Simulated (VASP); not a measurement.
# C (R-3m) in VASP: a series of runs

C is run at these levels: PBE+D3(BJ); tasks: phonons.

Program: VASP 6.6.1. These are calculated values, not measurements. Logs are shortened: lines on timing, memory, paths and dates and some standing lists are left out, and cuts for length are marked.

### Step 1. The cell of the first run

Symmetry: R-3m, No. 166, trigonal system. Conventional cell: a = 2.438 Å, b = 2.438 Å, c = 8.442 Å, α = 90.00°, β = 90.00°, γ = 120.00°. Within 1.9 Å of C (site symmetry 3m) lie 3 C at 1.41 Å.

### Step 2. Phonons, PBE+D3(BJ)

File INCAR:

```
PREC = Accurate
ENCUT = 520
EDIFF = 1E-8
ISMEAR = 0
SIGMA = 0.01
LREAL = F
LASPH = T
NELM = 100
ALGO = Normal
ISIF = 2
LWAVE = F
LCHARG = F
GGA = PE
IVDW = 12
NBANDS = 11
IBRION = 6
NFREE = 2
POTIM = 0.015
NSW = 1
```

File KPOINTS:

```
regular mesh
0
Gamma
  12 12 12
```

File POSCAR:

```
C
1.0
    1.2188634539      0.7037111432      2.8140919742
   -1.2188634539      0.7037111432      2.8140919742
    0.0000000000     -1.4074222864      2.8140919742
C
2
Direct
    0.1662215358      0.1662215358      0.1662215358
    0.8337784642      0.8337784642      0.8337784642
```

Potentials or basis: VASP PAW PBE potentials, release 64 (C).

Run with:

```
cat potpaw_PBE.64/C/POTCAR > POTCAR
mpirun -np 1 vasp_std > vasp.out
```

OUTCAR:

```text
PREC = Accurate
   ENCUT = 520
   EDIFF = 1E-8
   ISMEAR = 0
   LREAL = F
   LASPH = T
   NELM = 100
   ISIF = 2
   GGA = PE
   IVDW = 12
   IBRION = 6
   NFREE = 2
   POTIM = 0.015
   NSW = 1
 IVDW          = 12

 ion  position               nearest neighbor table
   1  0.166  0.166  0.166-   2 1.41   2 1.41   2 1.41
   2  0.834  0.834  0.834-   1 1.41   1 1.41   1 1.41

  LATTYP: Found a trigonal (rhomboedric) cell.
 ALAT       =     3.1464187788
 COS(alpha) =     0.6998716257

  Lattice vectors:

 A1 = (   1.2188634539,   0.7037111432,   2.8140919742)
 A2 = (  -1.2188634539,   0.7037111432,   2.8140919742)
 A3 = (   0.0000000000,  -1.4074222864,   2.8140919742)

Analysis of symmetry for initial positions (statically):
=====================================================================
 Subroutine PRICEL returns:
 Original cell was already a primitive cell.

 Routine SETGRP: Setting up the symmetry group for a
 trigonal (rhombohedral) supercell.

 Subroutine GETGRP returns: Found 12 space group operations
 (whereof 12 operations were pure point group operations)
 out of a pool of 12 trial point group operations.

The static configuration has the point symmetry D_3d.

Analysis of symmetry for dynamics (positions and initial velocities):
=====================================================================
 Subroutine PRICEL returns:
 Original cell was already a primitive cell.

 Routine SETGRP: Setting up the symmetry group for a
 trigonal (rhombohedral) supercell.

 Subroutine GETGRP returns: Found 12 space group operations
 (whereof 12 operations were pure point group operations)
 out of a pool of 12 trial point group operations.

The dynamic configuration has the point symmetry D_3d.

 Subroutine INISYM returns: Found 12 space group operations
 (whereof 12 operations are pure point group operations),
 and found     1 'primitive' translations

----------------------------------------------------------------------------------------

                                     Primitive cell

  volume of cell :      14.4823

  direct lattice vectors                    reciprocal lattice vectors
     1.218863454  0.703711143  2.814091974     0.410218223  0.236839601  0.118451471
    -1.218863454  0.703711143  2.814091974    -0.410218223  0.236839601  0.118451471
     0.000000000 -1.407422286  2.814091974     0.000000000 -0.473679203  0.118451471

  length of vectors
     3.146418779  3.146418779  3.146418779     0.488265029  0.488265029  0.488265029

  position of ions in fractional coordinates (direct lattice)
     0.166221536  0.166221536  0.166221536
     0.833778464  0.833778464  0.833778464

  ion indices of the primitive-cell ions
   primitive index   ion index
                 1           1
                 2           2

----------------------------------------------------------------------------------------

 KPOINTS: regular mesh

Automatic generation of k-mesh.
 Grid dimensions read from file:
 generate k-points for:   12   12   12

 Generating k-lattice:

  Cartesian coordinates                     Fractional coordinates (reciprocal lattice)
     0.034184852  0.019736633  0.009870956     0.083333333 -0.000000000 -0.000000000
    -0.034184852  0.019736633  0.009870956    -0.000000000  0.083333333 -0.000000000
     0.000000000 -0.039473267  0.009870956    -0.000000000 -0.000000000  0.083333333

  Length of vectors
     0.040688752  0.040688752  0.040688752

  Shift w.r.t. Gamma in fractional coordinates (k-lattice)
     0.000000000  0.000000000  0.000000000

 Subroutine IBZKPT returns following result:
 ===========================================

 Found    189 irreducible k-points:

 Following reciprocal coordinates:
            Coordinates               Weight
  0.000000  0.000000  0.000000      1.000000
  0.083333  0.000000 -0.000000      6.000000
[... 34 lines left out ...]
   ICHARG =      2    charge: 1-file 2-atom 10-const
   ISPIN  =      1    spin polarized calculation?
   LNONCOLLINEAR =      F non collinear calculations
   LSORBIT =      F    spin-orbit coupling
   LASPH  =      T    aspherical Exc in radial PAW
   ENCUT  =  520.0 eV  38.22 Ry    6.18 a.u.   5.85  5.85  5.85*2*pi/ulx,y,z
   NELM   =    100;   NELMIN=  2; NELMDL= -5     # of ELM steps
   EDIFF  = 0.1E-07   stopping-criterion for ELM
   LREAL  =      F    real-space projection
   EDIFFG = 0.1E-06   stopping-criterion for IOM
   NSW    =     61    number of steps for IOM
   IBRION =      6    ionic relax: 0-MD 1-quasi-New 2-CG
   NFREE  =      2    steps in history (QN), initial steepest desc. (CG)
   ISIF   =      2    stress and relaxation
   ISYM   =      2    0-nonsym 1-usesym 2-fastsym
   POTIM  = 0.0150    time-step for ionic-motion
   TEBEG  =    0.0;   TEEND  =   0.0 temperature during run
   PSTRESS=    0.0 pullay stress
   NELECT =       8.0000    total number of electrons
   NUPDOWN=      -1.0000    fix difference up-down
   EMIN   =  10.00;   EMAX   =-10.00  energy-range for DOS
   EFERMI =   0.00;   METHOD = LEGACY
   ISMEAR =     0;   SIGMA  =   0.01  broadening in eV -4-tet -1-fermi 0-gaus
   EFERMI_NEDOS =   21; number of points for ismear=-14 and -15
   IALGO  =     38    algorithm
   IMIX   =      4    mixing-type and parameters
     AMIX     =   0.40;   BMIX     =  1.00
     AMIX_MAG =   1.60;   BMIX_MAG =  1.00
  volume/ion in A,a.u.               =       7.24        48.87
  Fermi-wavevector in a.u.,A,eV,Ry     =   1.343255  2.538384 24.549457  1.804334
  Thomas-Fermi vector in A             =   2.471344
   LORBIT       =      0    0 simple, 1 ext, 2 COOP (PROOUT), +10 PAW based schemes
   GGA     = PE    functional components
   LHFCALC =     F    Hartree Fock is set to
   AEXX    =    0.0000 exact exchange contribution
   IVDW    =    12    specifies the selected vdW correction
   LEPSILON=     F    determine dielectric tensor
   LRPA    =     F    only Hartree local field effects (RPA)
 finite differences with symmetry
 non-spin polarized calculation
 Gauss-broadening in eV      SIGMA  =   0.01
  energy-cutoff  :      520.00
  volume of cell :       14.48
 maximum number of plane-waves:       407
   NGX = 11   NGY = 11   NGZ = 11

--------------------------------------- Ionic step        1  -------------------------------------------

 number of electron       8.0000000 magnetization

 Free energy of the ion-electron system (eV)
  ---------------------------------------------------
  ext. energy  EPLUGINS =         0.00000000
  ---------------------------------------------------
  free energy    TOTEN  =       -18.22663949 eV

  energy without entropy =      -18.22663949  energy(sigma->0) =      -18.22663949

------------------------ aborting loop because EDIFF is reached ----------------------------------------

 Edisp (eV)   -0.37709

 E8    (eV) :    -0.1088
[... 151 lines left out ...]
--------------------------------------- Ionic step        5  -------------------------------------------

 number of electron       8.0000000 magnetization

 Free energy of the ion-electron system (eV)
  ---------------------------------------------------
  ext. energy  EPLUGINS =         0.00000000
  ---------------------------------------------------
  free energy    TOTEN  =       -18.22494794 eV

  energy without entropy =      -18.22494794  energy(sigma->0) =      -18.22494794

 E-fermi :   6.3953     XC(G=0): -11.6047

 val. band max:        6.3438679474   @ k =  -0.1667   0.4167   0.0833
 cond. band min:       7.3879649102   @ k =  -0.3333   0.3333   0.0000
 fundamental gap:      1.0440969628
 Fermi energy:         6.3953385170

 k-point     1 :       0.0000    0.0000    0.0000
  band No.  band energies     occupation
      1     -13.6656      2.00000
      2       1.2588      2.00000
      3       3.6969      2.00000
      4       3.6969      2.00000
      5      12.9246      0.00000
      6      15.2748      0.00000
      7      15.2748      0.00000
      8      18.0990      0.00000
      9      20.2698      0.00000
     10      30.1184      0.00000
     11      33.9074      0.00000
[... 309 lines left out ...]
 k-point    24 :      -0.4167    0.1667    0.0000
  band No.  band energies     occupation
      1      -7.5296      2.00000
      2      -6.5015      2.00000
      3      -1.5386      2.00000
      4       5.4556      2.00000
      5       8.3694      0.00000
      6      17.4870      0.00000
      7      18.6462      0.00000
      8      20.5264      0.00000
      9      24.0722      0.00000
     10      27.7161      0.00000
     11      31.3233      0.00000

 [... further k-points ...]

------------------------ aborting loop because EDIFF is reached ----------------------------------------

 Edisp (eV)   -0.37703

 E8    (eV) :    -0.1088
[... 25 lines left out ...]
  FREE ENERGIE OF THE ION-ELECTRON SYSTEM (eV)
  ---------------------------------------------------
  free  energy   TOTEN  =       -18.6019737833 eV

  energy  without entropy=      -18.6019737833  energy(sigma->0) =      -18.60197378

 INTERNAL STRAIN TENSORS FROM DISPLACED ATOMS
 ============================================

 INTERNAL STRAIN TENSOR FOR ION    1 for displacements in x,y,z  (eV/Angst):
          X           Y           Z          XY          YZ          ZX
  --------------------------------------------------------------------------------
  x     0.00000     0.00000     0.00000    14.76823     0.00000     0.32235
  y    14.76823   -14.76823    -0.00000     0.00000     0.32235     0.00000
  z    -0.33640    -0.33640     1.32685     0.00000    -0.00000     0.00000

 INTERNAL STRAIN TENSOR FOR ION    2 for displacements in x,y,z  (eV/Angst):
          X           Y           Z          XY          YZ          ZX
  --------------------------------------------------------------------------------
  x    -0.00000     0.00000     0.00000   -14.76823     0.00000    -0.32235
  y   -14.76823    14.76823     0.00000     0.00000    -0.32235     0.00000
  z     0.33640     0.33640    -1.32685     0.00000     0.00000     0.00000

 Eigenvectors and eigenvalues of the dynamical matrix
 ----------------------------------------------------

   1 f  =   48.906470 THz   307.288416 2PiTHz 1631.344251 cm-1   202.260818 meV
             X         Y         Z           dx          dy          dz
      0.000000  0.000000  1.403288    -0.707107   -0.000000    0.000000
      0.000000  0.000000  7.038988     0.707107    0.000000    0.000000
[... 16 lines left out ...]
   5 f  =    0.000000 THz     0.000001 2PiTHz    0.000005 cm-1     0.000001 meV
             X         Y         Z           dx          dy          dz
      0.000000  0.000000  1.403288    -0.000000   -0.000000   -0.707107
      0.000000  0.000000  7.038988     0.000000    0.000000   -0.707107

   6 f/i=    0.000001 THz     0.000003 2PiTHz    0.000017 cm-1     0.000002 meV
             X         Y         Z           dx          dy          dz
      0.000000  0.000000  1.403288     0.680285   -0.192906    0.000000
      0.000000  0.000000  7.038988     0.680285   -0.192906    0.000000

 ELASTIC MODULI CONTR FROM IONIC RELAXATION (kBar)
 Direction    XX          YY          ZZ          XY          YZ          ZX
 --------------------------------------------------------------------------------
 XX        -411.3343    409.7321      3.1598     -0.0000     -8.9609     -0.0000
 YY         409.7321   -411.3343      3.1598      0.0000      8.9609      0.0000
 ZZ           3.1598      3.1598    -12.4629     -0.0000      0.0000     -0.0000
 XY          -0.0000      0.0000     -0.0000   -410.5332     -0.0000     -8.9609
 YZ          -8.9609      8.9609      0.0000     -0.0000     -0.1956     -0.0000
 ZX          -0.0000      0.0000     -0.0000     -8.9609     -0.0000     -0.1956
 --------------------------------------------------------------------------------
```

Run time: 2.7 min. Hardware: 1 thread of Intel Xeon Platinum 8259CL at 2.50GHz (Skylake/Cascade Lake), shared host; peak memory 0.31 GiB.

What came out:

```
Highest phonon frequency at Γ : 1631 cm⁻¹
Dispersion energy per atom    : -0.189 eV
```

Phonon frequencies in cm⁻¹ (negative: imaginary):
```tsv
q point	frequencies
(0.000, 0.000, 0.000)	0 0 0 841 1631 1631
```

Caveat: the cell wasn't relaxed at this level first, which shifts response properties.

### Step 3. Phonons, PBE+D3(BJ)

This run uses another cell than the first one, of 7.88 Å³/atom, 1.088 times its volume.

File INCAR:

```
SYSTEM = C
ALGO = Normal ; EDIFF = 1E-8
ENCUT = 520 ; GGA = PE
IBRION = 6 ; ISIF = 2
ISMEAR = 0 ; IVDW = 12
LASPH = .TRUE. ; LCHARG = .TRUE.
LREAL = .FALSE. ; LWAVE = .FALSE.
NBANDS = 11 ; NELM = 60
NFREE = 2 ; NSW = 1
POTIM = 0.015 ; PREC = Accurate
SIGMA = 0.01
```

File KPOINTS:

```
k-points
0
G
  12 12 12
  0 0 0
```

File POSCAR:

```
C
1.0
    1.2264699533      0.7081027577      3.0233672474
   -1.2264699533      0.7081027577      3.0233672474
    0.0000000000     -1.4162055154      3.0233672474
C
2
Direct
    0.1664559825      0.1664559825      0.1664559825
    0.8335440175      0.8335440175      0.8335440175
```

Potentials or basis: VASP PAW PBE potentials, release 64 (C).

Run with:

```
cat potpaw_PBE.64/C/POTCAR > POTCAR
mpirun -np 1 vasp_std > vasp.out
```

OUTCAR:

```text
SYSTEM = C
   EDIFF = 1E-8
   ENCUT = 520
   GGA = PE
   IBRION = 6
   ISIF = 2
   ISMEAR = 0
   IVDW = 12
   LASPH = .TRUE.
   LREAL = .FALSE.
   NELM = 60
   NFREE = 2
   NSW = 1
   POTIM = 0.015
   PREC = Accurate
 IVDW          = 12

 ion  position               nearest neighbor table
   1  0.166  0.166  0.166-   2 1.42   2 1.42   2 1.42
[... 748 lines left out ...]

 INTERNAL STRAIN TENSOR FOR ION    2 for displacements in x,y,z  (eV/Angst):
          X           Y           Z          XY          YZ          ZX
  --------------------------------------------------------------------------------
  x    -0.00000    -0.00000     0.00000   -13.23757     0.00000    -0.16361
  y   -13.23757    13.23757     0.00000     0.00000    -0.16361     0.00000
  z     0.15188     0.15188    -0.63575     0.00000     0.00000     0.00000

 Eigenvectors and eigenvalues of the dynamical matrix
 ----------------------------------------------------

   1 f  =   47.882404 THz   300.854018 2PiTHz 1597.185082 cm-1   198.025623 meV
             X         Y         Z           dx          dy          dz
      0.000000  0.000000  1.509773    -0.000004   -0.707107    0.000000
      0.000000  0.000000  7.560329     0.000004    0.707107    0.000000
[... 16 lines left out ...]
   5 f  =    0.000000 THz     0.000001 2PiTHz    0.000005 cm-1     0.000001 meV
             X         Y         Z           dx          dy          dz
      0.000000  0.000000  1.509773    -0.000000    0.000000   -0.707107
      0.000000  0.000000  7.560329     0.000000    0.000000   -0.707107

   6 f/i=    0.000000 THz     0.000002 2PiTHz    0.000011 cm-1     0.000001 meV
             X         Y         Z           dx          dy          dz
      0.000000  0.000000  1.509773    -0.500000    0.500000    0.000000
      0.000000  0.000000  7.560329    -0.500000    0.500000    0.000000

 ELASTIC MODULI CONTR FROM IONIC RELAXATION (kBar)
 Direction    XX          YY          ZZ          XY          YZ          ZX
 --------------------------------------------------------------------------------
 XX        -316.4691    316.1790      0.6071      0.0000     -3.9096      0.0000
 YY         316.1790   -316.4691      0.6071     -0.0000      3.9096     -0.0000
 ZZ           0.6071      0.6071     -2.5414     -0.0000      0.0000     -0.0000
 XY           0.0000     -0.0000     -0.0000   -316.3241      0.0000     -3.9096
 YZ          -3.9096      3.9096      0.0000      0.0000     -0.0483      0.0000
 ZX           0.0000     -0.0000     -0.0000     -3.9096      0.0000     -0.0483
 --------------------------------------------------------------------------------
```

OSZICAR:

```text
N       E                     dE             d eps       ncg     rms          rms(c)
DAV:   1     0.455535712943E+01    0.45554E+01   -0.46534E+03  4262   0.674E+02
DAV:   2    -0.190124499888E+02   -0.23568E+02   -0.22441E+02  5368   0.132E+02
DAV:   3    -0.195314788857E+02   -0.51903E+00   -0.51800E+00  5128   0.160E+01
[... 46 lines left out ...]
DAV:   3    -0.183455151330E+02    0.62923E-03   -0.18213E-03  4742   0.266E-01    0.155E-02
DAV:   4    -0.183454977330E+02    0.17400E-04   -0.91715E-05  5181   0.745E-02    0.608E-03
DAV:   5    -0.183454956007E+02    0.21323E-05   -0.79320E-06  4922   0.190E-02    0.134E-03
DAV:   6    -0.183454955811E+02    0.19580E-07   -0.37752E-07  5123   0.459E-03    0.538E-04
DAV:   7    -0.183454955773E+02    0.38000E-08   -0.20178E-08  4285   0.100E-03
   5 F= -.18697818E+02 E0= -.18697818E+02  d E =-.446854E-91
```

stdout:

```text
POSCAR found type information on POSCAR C
 POSCAR found :  1 types and       2 ions
 scaLAPACK will be used
 LDA part: xc-table for (Slater+PW92), standard interpolation
 POSCAR, INCAR and KPOINTS ok, starting setup
 FFT: planning ... GRIDC
 FFT: planning ... GRID_SOFT
 FFT: planning ... GRID
 WAVECAR not read
 entering main loop
 Found     2 degrees of freedom:
 Finite differences POTIM= 0.01500 DOF=   2
 bond charge predicted
 Finite differences progress:
 bond charge predicted
 Finite differences progress:
 bond charge predicted
 Finite differences progress:
 bond charge predicted
 Finite differences progress:
```

It took 6 min on 1 thread of Intel Xeon Platinum 8259CL at 2.50GHz (Skylake/Cascade Lake), shared host; peak memory 0.34 GiB.

Results:

```
Highest phonon frequency at Γ : 1597 cm⁻¹
Dispersion energy per atom    : -0.176 eV
```

Phonon frequencies in cm⁻¹ (negative: imaginary):
| q point | frequencies |
| --- | --- |
| (0.000, 0.000, 0.000) | 0 0 0 856 1597 1597 |

Caveat: the cell wasn't relaxed at this level first, which shifts response properties.

(Part 1 of 3 ends here.)
